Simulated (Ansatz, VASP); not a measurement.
W: VASP beside Ansatz

```
W
1.0
    -1.57571    1.57571    1.57571
     1.57571   -1.57571    1.57571
     1.57571    1.57571   -1.57571
W
1
Direct
  0.00000 0.00000 0.00000
```

Change from the starting cell: functional lda, volume scaled by 0.96.

Alike in both runs: task single point; functional LDA; k mesh 14 × 14 × 14; occupations fermi-dirac, width 0.03 eV; no spin polarisation.

|  | VASP | Ansatz |
| --- | --- | --- |
| version | VASP 6.6.1 | Ansatz 0.2.0 |
| potentials or method | VASP PAW LDA potentials, release 64 (W_sv), cutoff 520 eV | all-electron LAPW, scalar-relativistic |

VASP gave:

| Quantity | Value |
| --- | --- |
| pressure (GPa) | -3.1 |

**Question.** What did Ansatz give for the same quantities?

**Answer.** Pressure (GPa): -4.9.

LDA's correlation is that of Perdew and Zunger in VASP and of Perdew and Wang (1992) in Ansatz. Ansatz ran all-electron here, and VASP with PAW potentials.

Neither program's run includes spin-orbit coupling.
